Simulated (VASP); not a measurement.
Write the native input for VASP 6.6.1 that does the following.

```
Task                   : single point
Functional             : PBE
Potentials or basis    : VASP PAW PBE potentials, release 64 (P)
Cutoff                 : 520 eV
k mesh                 : 4 × 4 × 2
Occupations            : gaussian, width 0.1 eV
Spin                   : no spin polarisation
Dipole correction      : no
Further INCAR settings : ALGO = Normal; EDIFF = 1e-06; NBANDS = 12
```

The structure of P lies in POSCAR:

```
P
1.0
    2.4246941115      0.0000000000      0.0000000000
    0.0000000000      2.4385351442      0.0000000000
   -0.0203144631      0.0000000000      4.8524328982
P
2
Direct
    0.9999999700      0.0000000000      0.2505746400
    0.0000000300      0.0000000000      0.7494253600
```

This isn't the form of P at room conditions, which is orthorhombic.

One way to write it, as run:

INCAR

```
PREC = Accurate
ENCUT = 520
EDIFF = 1E-6
ISMEAR = 0
SIGMA = 0.1
LREAL = F
LASPH = T
NELM = 60
ALGO = Normal
ISIF = 2
LWAVE = F
LCHARG = T
GGA = PE
LELF = T
LVHAR = T
NBANDS = 12
```

KPOINTS

```
regular mesh
0
Gamma
  4 4 2
```

Potentials or basis: VASP PAW PBE potentials, release 64 (P).

Run with:

```bash
$ cat potpaw_PBE.64/P/POTCAR > POTCAR
$ mpirun -np 1 vasp_std > vasp.out
```

Results of the run:

The pressure is 2.3 GPa and the largest force is 0.074 eV/Å. The band gap on the k mesh is zero (bands 5 and 6 overlap by 10.12 eV).

Caveat: the k points lie up to 0.65 Å⁻¹ apart, too coarse for converged energies and pressures of a metal.

Run time: 2.4 s on 1 thread of Intel(R) Xeon(R) 6975P-C (Granite Rapids), on a shared host, peak memory 0.12 GiB.
